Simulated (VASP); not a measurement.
Wanted: the native input for a VASP 6.6.1 run.

| Item | Value |
| --- | --- |
| Task | single point |
| Functional | PBEsol |
| Potentials or basis | VASP PAW PBE potentials, release 64 (Mo_sv) |
| Cutoff | 520 eV |
| k mesh | 23 × 23 × 23 |
| Occupations | fermi-dirac, width 0.1 eV |
| Spin | no spin polarisation |
| Dipole correction | no |
| Further INCAR settings | ALGO = Normal; EDIFF = 1e-06; NBANDS = 13 |

The structure of Mo lies in POSCAR:

```
Mo
1.0
   -1.6064835749      1.6064835749      1.6064835749
    1.6064835749     -1.6064835749      1.6064835749
    1.6064835749      1.6064835749     -1.6064835749
Mo
1
Direct
    0.0000000000      0.0000000000      0.0000000000
```

This cell differs from its parent crystal: volume scaled by 1.08.

These files were run (other wordings do the same):

INCAR

```
SYSTEM = Mo
PREC = Accurate
ENCUT = 520
EDIFF = 1E-6
ISMEAR = -1
SIGMA = 0.1
LREAL = .FALSE.
LASPH = .TRUE.
NELM = 100
ALGO = Normal
ISIF = 2
LWAVE = .FALSE.
LCHARG = .FALSE.
GGA = PS
NBANDS = 13
```

KPOINTS

```
regular mesh
0
G
  23 23 23
  0 0 0
```

Potentials or basis: VASP PAW PBE potentials, release 64 (Mo_sv).

The run is started by

```bash
$ cat potpaw_PBE.64/Mo_sv/POTCAR > POTCAR
$ mpirun -np 1 vasp_std > vasp.out
```

Results of the run:

```yaml
Pressure: -18.3 GPa
Band_gap_on_the_k_mesh: zero (band 7 reaches 15.10 eV, above the bottom of band 8 at 10.28 eV)
```

Caveat: the PAW data sets were made with another functional, which shifts forces and pressure a little.

Run time: 43 s on 1 thread of Intel(R) Xeon(R) Platinum 8488C (Sapphire Rapids) (shared host), peak memory 0.2 GiB.
